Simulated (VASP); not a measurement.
# Cu (Fm-3m) in VASP: notebook

The runs below take Cu through single point, with PBE+D3(BJ).

Program: VASP 6.6.1. These are calculated values, not measurements. Logs are shortened: lines on timing, memory, paths and dates and some standing lists are left out, and cuts for length are marked.

### Step 1. The cell of the first run

Symmetry: Fm-3m, No. 225, cubic system. The conventional cell has a = 3.633 Å, b = 3.633 Å, c = 3.633 Å, α = 90.00°, β = 90.00°, γ = 90.00°. Cu (site symmetry m-3m) has 12 Cu at 2.57 Å within 3.4 Å.

### Step 2. Single point, PBE+D3(BJ) (volume scaled by 1.06)

INCAR reads:

```
PREC     = Accurate       # precision mode
ENCUT    = 600            # plane-wave cutoff, eV
EDIFF    = 1E-6           # SCF threshold, eV
ISMEAR   = 0              # smearing method
SIGMA    = 0.1            # smearing width, eV
LREAL    = False          # projectors in reciprocal space
LASPH    = True           # aspherical terms in the spheres
NELM     = 120            # most SCF steps
ALGO     = Normal         # electronic algorithm
ISIF     = 2              # what is computed and relaxed
LWAVE    = False          # write WAVECAR
LCHARG   = False          # write CHGCAR
GGA      = PE             # functional
IVDW     = 12             # dispersion correction
NBANDS   = 12             # bands
GGA_COMPAT= False
```

KPOINTS reads:

```
Automatic mesh
0
Gamma
  20 20 20
```

POSCAR reads:

```
Cu
1.0
    0.0000000000      1.8166296714      1.8166296714
    1.8166296714      0.0000000000      1.8166296714
    1.8166296714      1.8166296714      0.0000000000
Cu
1
Direct
    0.0000000000      0.0000000000      0.0000000000
```

Potentials or basis: VASP PAW PBE potentials, release 64 (Cu).

Launch:

```sh
$ cat potpaw_PBE.64/Cu/POTCAR > POTCAR
$ mpirun -np 1 vasp_std > vasp.out
```

OUTCAR:

```text
PREC = Accurate
   ENCUT = 600
   EDIFF = 1E-6
   ISMEAR = 0
   LREAL = False
   LASPH = True
   NELM = 120
   ISIF = 2
   GGA = PE
   IVDW = 12
 IVDW          = 12

 ion  position               nearest neighbor table
   1  0.000  0.000  0.000-

  LATTYP: Found a face centered cubic cell.
 ALAT       =     3.6332593428

  Lattice vectors:

 A1 = (   0.0000000000,   1.8166296714,   1.8166296714)
 A2 = (   1.8166296714,   0.0000000000,   1.8166296714)
 A3 = (   1.8166296714,   1.8166296714,   0.0000000000)

Analysis of symmetry for initial positions (statically):
=====================================================================
 Subroutine PRICEL returns:
 Original cell was already a primitive cell.

 Routine SETGRP: Setting up the symmetry group for a
 face centered cubic supercell.

 Subroutine GETGRP returns: Found 48 space group operations
 (whereof 48 operations were pure point group operations)
 out of a pool of 48 trial point group operations.

The static configuration has the point symmetry O_h .

Analysis of symmetry for dynamics (positions and initial velocities):
=====================================================================
 Subroutine PRICEL returns:
 Original cell was already a primitive cell.

 Routine SETGRP: Setting up the symmetry group for a
 face centered cubic supercell.

 Subroutine GETGRP returns: Found 48 space group operations
 (whereof 48 operations were pure point group operations)
 out of a pool of 48 trial point group operations.

The dynamic configuration has the point symmetry O_h .

 Subroutine INISYM returns: Found 48 space group operations
 (whereof 48 operations are pure point group operations),
 and found     1 'primitive' translations

----------------------------------------------------------------------------------------

                                     Primitive cell

  volume of cell :      11.9903

  direct lattice vectors                    reciprocal lattice vectors
     0.000000000  1.816629671  1.816629671    -0.275234963  0.275234963  0.275234963
     1.816629671  0.000000000  1.816629671     0.275234963 -0.275234963  0.275234963
     1.816629671  1.816629671  0.000000000     0.275234963  0.275234963 -0.275234963

  length of vectors
     2.569102319  2.569102319  2.569102319     0.476720940  0.476720940  0.476720940

  position of ions in fractional coordinates (direct lattice)
     0.000000000  0.000000000  0.000000000

  ion indices of the primitive-cell ions
   primitive index   ion index
                 1           1

----------------------------------------------------------------------------------------

 KPOINTS: Automatic mesh

Automatic generation of k-mesh.
 Grid dimensions read from file:
 generate k-points for:   20   20   20

 Generating k-lattice:

  Cartesian coordinates                     Fractional coordinates (reciprocal lattice)
    -0.013761748  0.013761748  0.013761748     0.050000000  0.000000000  0.000000000
     0.013761748 -0.013761748  0.013761748     0.000000000  0.050000000  0.000000000
     0.013761748  0.013761748 -0.013761748     0.000000000  0.000000000  0.050000000

  Length of vectors
     0.023836047  0.023836047  0.023836047

  Shift w.r.t. Gamma in fractional coordinates (k-lattice)
     0.000000000  0.000000000  0.000000000

 Subroutine IBZKPT returns following result:
 ===========================================

 Found    256 irreducible k-points:

 Following reciprocal coordinates:
            Coordinates               Weight
  0.000000  0.000000  0.000000      1.000000
  0.050000  0.000000  0.000000      8.000000
  0.100000  0.000000  0.000000      8.000000
  0.150000  0.000000  0.000000      8.000000
  0.200000  0.000000  0.000000      8.000000
  0.250000  0.000000  0.000000      8.000000
[... 16 lines left out ...]
 -0.400000  0.050000  0.000000     24.000000
 -0.350000  0.050000  0.000000     24.000000
 [... further k-points ...]
   k-points           NKPTS =    256   k-points in BZ     NKDIM =    256   number of bands    NBANDS=     12
   number of dos      NEDOS =    301   number of ions     NIONS =      1
   total plane-waves  NPLWV =  13824
   dimension x,y,z NGX =    24 NGY =   24 NGZ =   24
   dimension x,y,z NGXF=    48 NGYF=   48 NGZF=   48
   ions per type =               1
   NGX,Y,Z   is equivalent  to a cutoff of  15.53, 15.53, 15.53 a.u.
   NGXF,Y,Z  is equivalent  to a cutoff of  31.06, 31.06, 31.06 a.u.
 SYSTEM =  unknown system
   PREC   = accura    normal or accurate (medium, high low for compatibility)
   ISTART =      0    job   : 0-new  1-cont  2-samecut
   ICHARG =      2    charge: 1-file 2-atom 10-const
   ISPIN  =      1    spin polarized calculation?
   LNONCOLLINEAR =      F non collinear calculations
   LSORBIT =      F    spin-orbit coupling
   LASPH  =      T    aspherical Exc in radial PAW
   ENCUT  =  600.0 eV  44.10 Ry    6.64 a.u.   5.13  5.13  5.13*2*pi/ulx,y,z
   NELM   =    120;   NELMIN=  2; NELMDL= -5     # of ELM steps
   EDIFF  = 0.1E-05   stopping-criterion for ELM
   LREAL  =      F    real-space projection
   EDIFFG = 0.1E-04   stopping-criterion for IOM
   NSW    =      0    number of steps for IOM
   IBRION =     -1    ionic relax: 0-MD 1-quasi-New 2-CG
   NFREE  =      0    steps in history (QN), initial steepest desc. (CG)
   ISIF   =      2    stress and relaxation
   ISYM   =      2    0-nonsym 1-usesym 2-fastsym
   POTIM  = 0.5000    time-step for ionic-motion
   TEBEG  =    0.0;   TEEND  =   0.0 temperature during run
   PSTRESS=    0.0 pullay stress
   NELECT =      11.0000    total number of electrons
   NUPDOWN=      -1.0000    fix difference up-down
   EMIN   =  10.00;   EMAX   =-10.00  energy-range for DOS
   EFERMI =   0.00;   METHOD = LEGACY
   ISMEAR =     0;   SIGMA  =   0.10  broadening in eV -4-tet -1-fermi 0-gaus
   EFERMI_NEDOS =   21; number of points for ismear=-14 and -15
   IALGO  =     38    algorithm
   IMIX   =      4    mixing-type and parameters
     AMIX     =   0.40;   BMIX     =  1.00
     AMIX_MAG =   1.60;   BMIX_MAG =  1.00
  volume/ion in A,a.u.               =      11.99        80.91
  Fermi-wavevector in a.u.,A,eV,Ry     =   1.590728  3.006040 34.428404  2.530416
  Thomas-Fermi vector in A             =   2.689378
   LORBIT       =      0    0 simple, 1 ext, 2 COOP (PROOUT), +10 PAW based schemes
   GGA     = PE    functional components
   LHFCALC =     F    Hartree Fock is set to
   AEXX    =    0.0000 exact exchange contribution
   IVDW    =    12    specifies the selected vdW correction
   LEPSILON=     F    determine dielectric tensor
   LRPA    =     F    only Hartree local field effects (RPA)
 non-spin polarized calculation
 Gauss-broadening in eV      SIGMA  =   0.10
  energy-cutoff  :      600.00
  volume of cell :       11.99
 maximum number of plane-waves:       415
 NGX is ok and might be reduce to    24
   NGX = 11   NGY = 11   NGZ = 11

 number of electron      10.9999998 magnetization

 Free energy of the ion-electron system (eV)
  ---------------------------------------------------
  ext. energy  EPLUGINS =         0.00000000
  ---------------------------------------------------
  free energy    TOTEN  =        -3.72952904 eV

  energy without entropy =       -3.72819112  energy(sigma->0) =       -3.72886008

 E-fermi :   7.3731     XC(G=0): -12.6382

 val. band max:        7.3531613479   @ k =   0.5000   0.2500   0.1000
 cond. band min:       7.4186418540   @ k =   0.5000   0.3500   0.1500
 fundamental gap:      0.0654805062
 Fermi energy:         7.3731487574

 k-point     1 :       0.0000    0.0000    0.0000
  band No.  band energies     occupation
      1      -1.8370      2.00000
      2       4.4201      2.00000
      3       4.4201      2.00000
      4       4.4201      2.00000
      5       5.2230      2.00000
      6       5.2230      2.00000
      7      29.8723      0.00000
      8      32.3999      0.00000
      9      32.3999      0.00000
     10      32.3999      0.00000
     11      34.8807      0.00000
     12      34.8807      0.00000

 k-point     2 :       0.0500    0.0000    0.0000
  band No.  band energies     occupation
      1      -1.7468      2.00000
      2       4.4011      2.00000
      3       4.4371      2.00000
      4       4.4371      2.00000
      5       5.2162      2.00000
      6       5.2162      2.00000
      7      29.3616      0.00000
      8      31.1941      0.00000
      9      32.0949      0.00000
     10      32.0949      0.00000
     11      35.3156      0.00000
     12      35.3156      0.00000

 k-point     3 :       0.1000    0.0000    0.0000
  band No.  band energies     occupation
      1      -1.4785      2.00000
      2       4.3485      2.00000
      3       4.4828      2.00000
      4       4.4828      2.00000
      5       5.2009      2.00000
      6       5.2009      2.00000
      7      27.3103      0.00000
      8      30.5804      0.00000
      9      31.5043      0.00000
     10      31.5043      0.00000
     11      36.2667      0.00000
     12      36.2667      0.00000
[... 286 lines left out ...]
 k-point    23 :      -0.4000    0.0500    0.0000
  band No.  band energies     occupation
      1       2.2952      2.00000
      2       4.3968      2.00000
      3       4.4419      2.00000
      4       5.1389      2.00000
      5       5.6575      2.00000
      6       6.1243      2.00000
      7      12.7530      0.00000
      8      27.0870      0.00000
      9      29.0125      0.00000
     10      29.6061      0.00000
     11      32.5621      0.00000
     12      33.9290      0.00000

 k-point    24 :      -0.3500    0.0500    0.0000
  band No.  band energies     occupation
      1       1.9461      2.00000
      2       4.4461      2.00000
      3       4.4849      2.00000
      4       4.6216      2.00000
      5       5.5316      2.00000
      6       5.8094      2.00000
      7      14.5921      0.00000
      8      27.0192      0.00000
      9      29.4182      0.00000
     10      30.3117      0.00000
     11      32.6495      0.00000
     12      34.3658      0.00000

 [... further k-points ...]

------------------------ aborting loop because EDIFF is reached ----------------------------------------

 Edisp (eV)   -0.57390

 E8    (eV) :    -0.2459

  FORCE on cell =-STRESS in cart. coord.  units (eV):
  Direction    XX          YY          ZZ          XY          YZ          ZX
  --------------------------------------------------------------------------------------
  -------------------------------------------------------------------------------------
  Total      -0.57942    -0.57942    -0.57942    -0.00000    -0.00000     0.00000
  in kB     -77.42341   -77.42341   -77.42341    -0.00000    -0.00000     0.00000
  external pressure =      -77.42 kB  Pullay stress =        0.00 kB

 VOLUME and BASIS-vectors are now :
 -----------------------------------------------------------------------------
  energy-cutoff  :      600.00
  volume of cell :       11.99
      direct lattice vectors                 reciprocal lattice vectors
     0.000000000  1.816629671  1.816629671    -0.275234963  0.275234963  0.275234963
     1.816629671  0.000000000  1.816629671     0.275234963 -0.275234963  0.275234963
     1.816629671  1.816629671  0.000000000     0.275234963  0.275234963 -0.275234963

 POSITION                                       TOTAL-FORCE (eV/Angst)
 -----------------------------------------------------------------------------------
      0.00000      0.00000      0.00000         0.000000     -0.000000     -0.000000
 -----------------------------------------------------------------------------------
    total drift:                               -0.000000      0.000000     -0.000000

  FREE ENERGIE OF THE ION-ELECTRON SYSTEM (eV)
  ---------------------------------------------------
  free  energy   TOTEN  =        -4.3034300887 eV

  energy  without entropy=       -4.3020921704  energy(sigma->0) =       -4.30276113
```

It took 18 s on 1 thread of Intel Xeon Platinum 8488C (Sapphire Rapids), shared host; peak memory 0.18 GiB.

Results:

- Free energy: -4.3034 eV
- Pressure: -7.7 GPa
- Dispersion energy per atom: -0.574 eV

Caveat: pairwise dispersion overbinds metals, which lowers pressure and volume.

### Step 3. Single point, PBE+D3(BJ) (volume scaled by 1.09)

INCAR reads:

```
PREC = Accurate
ENCUT = 600
EDIFF = 1E-6
ISMEAR = 0
SIGMA = 0.1
LREAL = False
LASPH = True
NELM = 120
ALGO = Normal
ISIF = 2
LWAVE = False
LCHARG = True
GGA = PE
IVDW = 12
LELF = True
LVHAR = True
NBANDS = 12
GGA_COMPAT = False
```

KPOINTS is that of step 2.

POSCAR reads:

```
Cu
1.0
    0.0000000000      1.8336085029      1.8336085029
    1.8336085029      0.0000000000      1.8336085029
    1.8336085029      1.8336085029      0.0000000000
Cu
1
Direct
    0.0000000000      0.0000000000      0.0000000000
```

Potentials or basis: VASP PAW PBE potentials, release 64 (Cu).

Launch:

```sh
$ cat potpaw_PBE.64/Cu/POTCAR > POTCAR
$ mpirun -np 1 vasp_std > vasp.out
```

Run time: 18 s. Hardware: 1 thread of Intel Xeon Platinum 8488C (Sapphire Rapids), shared host; peak memory 0.18 GiB.

The run converged. Its results:

- Free energy: -4.2835 eV
- Pressure: -10.9 GPa
- Dispersion energy per atom: -0.557 eV

Levels at points of the mesh, in eV from the Fermi level:
| k point | band 4 | band 5 | band 6 | band 7 | band 8 | band 9 |
| --- | --- | --- | --- | --- | --- | --- |
| (0.00, 0.00, 0.00) | -2.87 | -2.10 | -2.10 | 22.27 | 24.59 | 24.59 |
| (0.50, 0.00, 0.00) | -1.57 | -1.57 | -0.85 | 3.57 | 20.79 | 21.43 |
| (0.50, 0.50, 0.00) | -1.44 | -1.44 | 1.56 | 6.84 | 12.78 | 12.78 |

Caveat: pairwise dispersion overbinds metals, which lowers pressure and volume.
